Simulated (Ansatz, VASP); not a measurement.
## Rh: VASP beside Ansatz

File INCAR:

```
PREC = Accurate ; ENCUT = 520
EDIFF = 1E-6 ; ISMEAR = 0
SIGMA = 0.15 ; LREAL = False
LASPH = True ; NELM = 100
ALGO = Fast ; ISIF = 2
LWAVE = False ; LCHARG = False
GGA = PS ; NBANDS = 22
```

KPOINTS

```
regular mesh
0
Gamma
  21 21 12
```

The input POSCAR:

```
Rh
1.0
    2.7981970883      0.0000000000      0.0000000000
   -1.3990985441      2.4233097632      0.0000000000
    0.0000000000      0.0000000000      4.1575612338
Rh
2
Direct
    0.6666666667      0.3333333333      0.7500000000
    0.3333333333      0.6666666667      0.2500000000
```

Input for Ansatz:

```yaml
crystal:
  lattice:
    - [2.7981970883, 0.0, 0.0]
    - [-1.3990985441, 2.4233097632, 0.0]
    - [0.0, 0.0, 4.1575612338]
  atoms:
    - { symbol: Rh, position: [0.6666666667, 0.3333333333, 0.75] }
    - { symbol: Rh, position: [0.3333333333, 0.6666666667, 0.25] }
basis:
  ecutwfc: 420
kpoints:
  mp_grid: { grid: [21, 21, 12] }
hamiltonian:
  xc: pbesol
  pseudopotentials: { kind: paw, azcp: { folder: soft_1 } }
scf:
  occupations: { method: gaussian, width: 0.15 }
output:
  forces: true
  stress: true
  eigenvalues: true
```

Alike in both runs: task single point; functional PBEsol; k mesh 21 × 21 × 12; occupations gaussian, width 0.15 eV; no spin polarisation.

|  | VASP | Ansatz |
| --- | --- | --- |
| version | VASP 6.6.1 | Ansatz 0.2.0 |
| potentials or method | VASP PAW PBE potentials, release 64 (Rh_pv), cutoff 520 eV | scalar-relativistic, plane waves, PAW |
| valence electrons in the cell | 30 | 34 |

Ansatz gave:

- gap on the k mesh at the Fermi level (eV): none
- pressure (GPa): -8.0
- traceless stress, the component that is largest in VASP (GPa): 12.22

Task: Which values does VASP return?

Result: gap on the k mesh at the Fermi level (eV): none; pressure (GPa): -8.1; traceless stress, the component that is largest in VASP (GPa): 12.19.

VASP's potentials were made for PBE, not for PBEsol, and Ansatz warns of the same on its side. A gap of «none» marks a metal or a gap that the smearing closes. The functional is the same, so the differences come from potentials, cutoffs and numerics. VASP's potentials hold 30 valence electrons a cell and Ansatz's 34, so a difference there can come from the potentials and not from the codes.
